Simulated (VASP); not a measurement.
Write the native input for VASP 6.6.1 that does the following.

* Task: single point
* Functional: PBE
* Potentials or basis: VASP PAW PBE potentials, release 64 (Ti_sv, B)
* Cutoff: 520 eV
* k mesh: 15 × 15 × 14
* Occupations: gaussian, width 0.1 eV
* Spin: no spin polarisation
* Dipole correction: no
* Further INCAR settings: ALGO = Normal; EDIFF = 1e-06; NBANDS = 16

The structure of TiB2 lies in POSCAR:

```
TiB2
1.0
    2.8502158269      0.0000000000      0.0000000000
   -1.4251079134      2.4683593123      0.0000000000
    0.0000000000      0.0000000000      3.3394278744
Ti B
1 2
Direct
    0.0000000000      0.0000000000      0.0000000000
    0.3333333333      0.6666666667      0.5000000000
    0.6666666667      0.3333333333      0.5000000000
```

This cell differs from its parent crystal: biaxial strain in the a-b plane: -6.0 %.

One way to write it, as run:

INCAR

```
SYSTEM = TiB2
  PREC = Accurate
  ENCUT = 520
  EDIFF = 1E-6
  ISMEAR = 0
  SIGMA = 0.1
  LREAL = .False.
  LASPH = .True.
  NELM = 100
  ALGO = Normal
  ISIF = 2
  LWAVE = .False.
  LCHARG = .False.
  GGA = PE
  NBANDS = 16
```

KPOINTS

```
Automatic mesh
0
Gamma
  15 15 14
  0 0 0
```

Potentials or basis: VASP PAW PBE potentials, release 64 (Ti_sv, B).

Run with:

```sh
$ cat potpaw_PBE.64/Ti_sv/POTCAR potpaw_PBE.64/B/POTCAR > POTCAR
$ mpirun -np 1 vasp_std > vasp.out
```

Results of the run:

```yaml
Pressure: 32.3 GPa
Band_gap_on_the_k_mesh: zero (bands 9 and 10 overlap by 0.72 eV)
```

Caveat: the cell differs from its parent crystal (biaxial strain in the a-b plane: -6.0 %); the cell stands under pressure.

Wall time 100 s on 1 thread of Intel Xeon 8259CL (shared host), peak memory 0.21 GiB.
